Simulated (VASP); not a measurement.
# HfSc2N2 (P4/mmm) in VASP: a series of runs, part 2 of 2

VASP 6.6.1. The steps go on from the part before.

## (3) Relaxation of cell and atoms, PBE

This run uses another cell than the first one, of 15.07 Å³/atom, 0.477 times its volume.

File INCAR:

```
PREC     = Accurate       # precision mode
ENCUT    = 600            # plane-wave cutoff, eV
EDIFF    = 1E-6           # SCF threshold, eV
ISMEAR   = 0              # smearing method
SIGMA    = 0.1            # smearing width, eV
LREAL    = False          # projectors in reciprocal space
LASPH    = True           # aspherical terms in the spheres
NELM     = 100            # most SCF steps
ALGO     = Normal         # electronic algorithm
ISIF     = 3              # what is computed and relaxed
LWAVE    = False          # write WAVECAR
LCHARG   = False          # write CHGCAR
GGA      = PE             # functional
IBRION   = 2              # ionic algorithm
NSW      = 90             # ionic steps
EDIFFG   = -0.04          # ionic threshold
```

File KPOINTS:

```
Automatic mesh
0
Gamma
  4 4 4
```

File POSCAR:

```
HfSc2N2
1.0
    4.2158246700      0.0000000000      0.0000000000
    0.0000000000      4.2158246700      0.0000000000
    0.0000000000      0.0000000000      4.2399950700
Hf Sc N
1 2 2
Direct
    0.0000000000      0.0000000000      0.0000000000
    0.5000000000      0.0000000000      0.0000000000
    0.0000000000      0.5000000000      0.0000000000
    0.0000000000      0.0000000000      0.6592123800
    0.0000000000      0.0000000000      0.3407876200
```

Potentials or basis: VASP PAW PBE potentials, release 64 (Hf_pv, Sc_sv, N).

Run with:

```
$ cat potpaw_PBE.64/Hf_pv/POTCAR potpaw_PBE.64/Sc_sv/POTCAR potpaw_PBE.64/N/POTCAR > POTCAR
$ mpirun -np 1 vasp_std > vasp.out
```

OUTCAR:

```text
PREC = Accurate
   ENCUT = 600
   EDIFF = 1E-6
   ISMEAR = 0
   LREAL = False
   LASPH = True
   NELM = 100
   ISIF = 3
   GGA = PE
   IBRION = 2
   NSW = 90
   EDIFFG = -0.04

 ion  position               nearest neighbor table
   1  0.000  0.000  0.000-   4 1.44   5 1.44   2 2.11   3 2.11   3 2.11   2 2.11   4 2.80   5 2.80

   2  0.500  0.000  0.000-   1 2.11   1 2.11   5 2.56   4 2.56   4 2.56   5 2.56   3 2.98   3 2.98
                             3 2.98   3 2.98
   3  0.000  0.500  0.000-   1 2.11   1 2.11   5 2.56   4 2.56   4 2.56   5 2.56   2 2.98   2 2.98
                             2 2.98   2 2.98
   4  0.000  0.000  0.659-   5 1.35   1 1.44   3 2.56   2 2.56   3 2.56   2 2.56   1 2.80
   5  0.000  0.000  0.341-   4 1.35   1 1.44   3 2.56   2 2.56   3 2.56   2 2.56   1 2.80

  LATTYP: Found a simple tetragonal cell.
 ALAT       =     4.2158246700
 C/A-ratio  =     1.0057332555

  Lattice vectors:

 A1 = (   4.2158246700,   0.0000000000,   0.0000000000)
 A2 = (   0.0000000000,   4.2158246700,   0.0000000000)
 A3 = (   0.0000000000,   0.0000000000,   4.2399950700)

Analysis of symmetry for initial positions (statically):
=====================================================================
 Subroutine PRICEL returns:
 Original cell was already a primitive cell.

 Routine SETGRP: Setting up the symmetry group for a
 simple tetragonal supercell.

 Subroutine GETGRP returns: Found 16 space group operations
 (whereof 16 operations were pure point group operations)
 out of a pool of 16 trial point group operations.

The static configuration has the point symmetry D_4h.

Analysis of symmetry for dynamics (positions and initial velocities):
=====================================================================
 Subroutine PRICEL returns:
 Original cell was already a primitive cell.

 Routine SETGRP: Setting up the symmetry group for a
 simple tetragonal supercell.

 Subroutine GETGRP returns: Found 16 space group operations
 (whereof 16 operations were pure point group operations)
 out of a pool of 16 trial point group operations.

The dynamic configuration has the point symmetry D_4h.

 Subroutine INISYM returns: Found 16 space group operations
 (whereof 16 operations are pure point group operations),
 and found     1 'primitive' translations

----------------------------------------------------------------------------------------

                                     Primitive cell

  volume of cell :      75.3582

  direct lattice vectors                    reciprocal lattice vectors
     4.215824670  0.000000000  0.000000000     0.237201515  0.000000000  0.000000000
     0.000000000  4.215824670  0.000000000     0.000000000  0.237201515  0.000000000
     0.000000000  0.000000000  4.239995070     0.000000000  0.000000000  0.235849331

  length of vectors
     4.215824670  4.215824670  4.239995070     0.237201515  0.237201515  0.235849331

  position of ions in fractional coordinates (direct lattice)
     0.000000000  0.000000000  0.000000000
     0.500000000  0.000000000  0.000000000
     0.000000000  0.500000000  0.000000000
     0.000000000  0.000000000  0.659212380
     0.000000000  0.000000000  0.340787620

  ion indices of the primitive-cell ions
   primitive index   ion index
                 1           1
                 2           2
                 3           3
                 4           4
                 5           5

----------------------------------------------------------------------------------------

 KPOINTS: Automatic mesh

Automatic generation of k-mesh.
 Grid dimensions read from file:
 generate k-points for:    4    4    4

 Generating k-lattice:

  Cartesian coordinates                     Fractional coordinates (reciprocal lattice)
     0.059300379  0.000000000  0.000000000     0.250000000  0.000000000  0.000000000
     0.000000000  0.059300379  0.000000000     0.000000000  0.250000000  0.000000000
     0.000000000  0.000000000  0.058962333     0.000000000  0.000000000  0.250000000

  Length of vectors
     0.059300379  0.059300379  0.058962333

  Shift w.r.t. Gamma in fractional coordinates (k-lattice)
     0.000000000  0.000000000  0.000000000

 Subroutine IBZKPT returns following result:
 ===========================================

 Found     18 irreducible k-points:

 Following reciprocal coordinates:
            Coordinates               Weight
  0.000000  0.000000  0.000000      1.000000
  0.250000  0.000000  0.000000      4.000000
  0.500000  0.000000  0.000000      2.000000
  0.250000  0.250000  0.000000      4.000000
  0.500000  0.250000  0.000000      4.000000
  0.500000  0.500000  0.000000      1.000000
[... 10 lines left out ...]
  0.500000  0.250000  0.500000      4.000000
  0.500000  0.500000  0.500000      1.000000
   k-points           NKPTS =     18   k-points in BZ     NKDIM =     18   number of bands    NBANDS=     25
   number of dos      NEDOS =    301   number of ions     NIONS =      5
   total plane-waves  NPLWV =  46656
   dimension x,y,z NGX =    36 NGY =   36 NGZ =   36
   dimension x,y,z NGXF=    72 NGYF=   72 NGZF=   72
   ions per type =               1   2   2
   NGX,Y,Z   is equivalent  to a cutoff of  14.20, 14.20, 14.12 a.u.
   NGXF,Y,Z  is equivalent  to a cutoff of  28.39, 28.39, 28.23 a.u.
 SYSTEM =  unknown system
   PREC   = accura    normal or accurate (medium, high low for compatibility)
   ISTART =      0    job   : 0-new  1-cont  2-samecut
   ICHARG =      2    charge: 1-file 2-atom 10-const
   ISPIN  =      1    spin polarized calculation?
   LNONCOLLINEAR =      F non collinear calculations
   LSORBIT =      F    spin-orbit coupling
   LASPH  =      T    aspherical Exc in radial PAW
   ENCUT  =  600.0 eV  44.10 Ry    6.64 a.u.   8.42  8.42  8.47*2*pi/ulx,y,z
   NELM   =    100;   NELMIN=  2; NELMDL= -5     # of ELM steps
   EDIFF  = 0.1E-05   stopping-criterion for ELM
   LREAL  =      F    real-space projection
   EDIFFG = -.4E-01   stopping-criterion for IOM
   NSW    =     90    number of steps for IOM
   IBRION =      2    ionic relax: 0-MD 1-quasi-New 2-CG
   NFREE  =      1    steps in history (QN), initial steepest desc. (CG)
   ISIF   =      3    stress and relaxation
   ISYM   =      2    0-nonsym 1-usesym 2-fastsym
   POTIM  = 0.5000    time-step for ionic-motion
   TEBEG  =    0.0;   TEEND  =   0.0 temperature during run
   PSTRESS=    0.0 pullay stress
   NELECT =      42.0000    total number of electrons
   NUPDOWN=      -1.0000    fix difference up-down
   EMIN   =  10.00;   EMAX   =-10.00  energy-range for DOS
   EFERMI =   0.00;   METHOD = LEGACY
   ISMEAR =     0;   SIGMA  =   0.10  broadening in eV -4-tet -1-fermi 0-gaus
   EFERMI_NEDOS =   21; number of points for ismear=-14 and -15
   IALGO  =     38    algorithm
   IMIX   =      4    mixing-type and parameters
     AMIX     =   0.40;   BMIX     =  1.00
     AMIX_MAG =   1.60;   BMIX_MAG =  1.00
  volume/ion in A,a.u.               =      15.07       101.71
  Fermi-wavevector in a.u.,A,eV,Ry     =   1.347249  2.545931 24.695651  1.815079
  Thomas-Fermi vector in A             =   2.475015
   LORBIT       =      0    0 simple, 1 ext, 2 COOP (PROOUT), +10 PAW based schemes
   GGA     = PE    functional components
   LHFCALC =     F    Hartree Fock is set to
   AEXX    =    0.0000 exact exchange contribution
   IVDW    =     0    specifies the selected vdW correction
   LEPSILON=     F    determine dielectric tensor
   LRPA    =     F    only Hartree local field effects (RPA)
 conjugate gradient relaxation of ions
 non-spin polarized calculation
 Gauss-broadening in eV      SIGMA  =   0.10
  energy-cutoff  :      600.00
  volume of cell :       75.36
 maximum number of plane-waves:      2530
 NGX is ok and might be reduce to    36
   NGX = 17   NGY = 17   NGZ = 17

--------------------------------------- Ionic step        1  -------------------------------------------

 number of electron      42.0000006 magnetization

 Free energy of the ion-electron system (eV)
  ---------------------------------------------------
  ext. energy  EPLUGINS =         0.00000000
  ---------------------------------------------------
  free energy    TOTEN  =       -10.59990701 eV

  energy without entropy =      -10.57671109  energy(sigma->0) =      -10.58830905

 E-fermi :   5.1438     XC(G=0): -10.3392

 val. band max:        5.1378991761   @ k =   0.5000   0.2500   0.5000
 cond. band min:       5.1737591537   @ k =   0.5000   0.2500   0.2500
 fundamental gap:      0.0358599776
 Fermi energy:         5.1437670862
[... 1123 lines left out ...]
  FREE ENERGIE OF THE ION-ELECTRON SYSTEM (eV)
  ---------------------------------------------------
  free  energy   TOTEN  =       -31.8070189932 eV

  energy  without entropy=      -31.7863891905  energy(sigma->0) =      -31.79670409

[... ionic steps 4 to 23 ...]

--------------------------------------- Ionic step       24  -------------------------------------------

 number of electron      41.9999964 magnetization

------------------------ aborting loop because EDIFF is reached ----------------------------------------
[... 73 lines left out ...]
--------------------------------------- Ionic step       26  -------------------------------------------

 number of electron      41.9999964 magnetization

 Free energy of the ion-electron system (eV)
  ---------------------------------------------------
  ext. energy  EPLUGINS =         0.00000000
  ---------------------------------------------------
  free energy    TOTEN  =       -35.01751585 eV

  energy without entropy =      -34.99356908  energy(sigma->0) =      -35.00554247

 E-fermi :   1.1909     XC(G=0):  -7.5271

 val. band max:        1.1895161132   @ k =   0.2500   0.0000   0.5000
 cond. band min:       1.2718125842   @ k =   0.5000   0.0000   0.5000
 fundamental gap:      0.0822964711
 Fermi energy:         1.1909048857
[... 534 lines left out ...]
  FREE ENERGIE OF THE ION-ELECTRON SYSTEM (eV)
  ---------------------------------------------------
  free  energy   TOTEN  =       -35.0175158517 eV

  energy  without entropy=      -34.9935690813  energy(sigma->0) =      -35.00554247

 reached required accuracy - stopping structural energy minimisation
```

Wall time 8.8 min (1 thread of Intel Xeon 6975P-C (Granite Rapids), shared host); peak memory 0.23 GiB.

What came out:

| Item | Value |
| --- | --- |
| Free energy | -35.0175 eV |
| Relaxed volume | 30.22 Å³/atom |
| Relaxed cell | a = 5.329 Å, b = 5.329 Å, c = 5.321 Å, α = 90.00°, β = 90.00°, γ = 90.00° |
| Space group after relaxing (to 0.05 Å) | P4/mmm (No. 123) |
| Energy gained by relaxing | 4883.5 meV/atom |
| Ionic steps | 26 |
| Pressure after relaxing | 0.0 GPa |
| Largest force after relaxing | 0.032 eV/Å |
| Band gap on the k mesh | zero (band 21 reaches 1.56 eV, above the bottom of band 22 at 0.77 eV) |

Forces on the atoms (eV/Å):
```
Hf   0.000  0.000  0.000
Sc   0.000  0.000  0.000
Sc   0.000  0.000  0.000
N    0.000  0.000 -0.032
N    0.000  0.000  0.032
```

The path:
```tsv
step	energy change (eV)	largest force (eV/Å)	pressure (GPa)	volume (Å³)
1	0.0000	31.0547	138.21	75.36
2	-2.0265	2.7967	-18.13	296.80
3	-21.2071	3.4772	-1.04	144.37
4	-21.0618	12.6059	9.18	135.88
5	-21.4737	0.4284	1.98	140.84
6	-21.4752	3.2638	3.85	139.25
7	-23.8969	3.4145	-4.05	151.96
8	-23.9668	4.7604	-3.59	154.83
9	-23.9818	4.0866	-3.95	153.60
10	-17.6420	41.3366	28.25	144.89
11	-24.1392	4.1682	-2.71	152.86
12	-24.2641	3.6354	-1.62	152.35
13	-24.3317	2.2783	0.43	151.47
14	-24.3332	2.4915	0.16	151.59
15	-23.6666	13.9008	4.29	152.20
16	-24.4031	0.5512	0.60	151.76
17	-24.4035	0.2920	0.54	151.75
18	-24.4017	0.5479	-1.21	153.29
19	-24.4160	0.1164	-0.34	152.49
20	-24.4160	0.1102	-0.31	152.48
21	-24.4166	0.2923	-0.09	151.82
22	-24.4168	0.1631	-0.15	152.03
23	-24.4175	0.0000	-0.11	151.41
24	-24.4175	0.0105	-0.11	151.36
25	-24.4176	0.0404	0.02	151.07
26	-24.4176	0.0321	0.01	151.12
```

Final structure:
```
Hf Sc N
1.0
     5.32927    0.00000    0.00000
     0.00000    5.32927    0.00000
     0.00000    0.00000    5.32092
Hf Sc N
1 2 2
Direct
  0.00000 0.00000 0.00000
  0.50000 0.00000 0.00000
  0.00000 0.50000 0.00000
  0.00000 0.00000 0.38580
  0.00000 0.00000 0.61420
```

Levels at points of the mesh, in eV from the Fermi level:
```tsv
k point	band 19	band 20	band 21	band 22	band 23	band 24
(0.00, 0.00, 0.00)	-1.77	-1.41	-1.03	-0.42	0.66	1.05
(0.50, 0.00, 0.00)	-1.27	-0.95	-0.82	0.39	0.83	0.95
(0.50, 0.50, 0.00)	-0.62	-0.37	-0.37	-0.08	0.66	0.76
(0.00, 0.00, 0.50)	-1.00	-0.13	0.15	0.15	0.41	0.41
(0.50, 0.00, 0.50)	-0.77	0.08	0.32	0.53	0.60	0.62
(0.50, 0.50, 0.50)	-0.31	-0.02	0.25	0.74	0.83	0.83
```

Caveat: the k points lie up to 0.30 Å⁻¹ apart in the final cell; the volume moved by over 15 % at a fixed basis, so the end points are rough; spin-orbit coupling is left out, which moves the levels of the heavy elements.
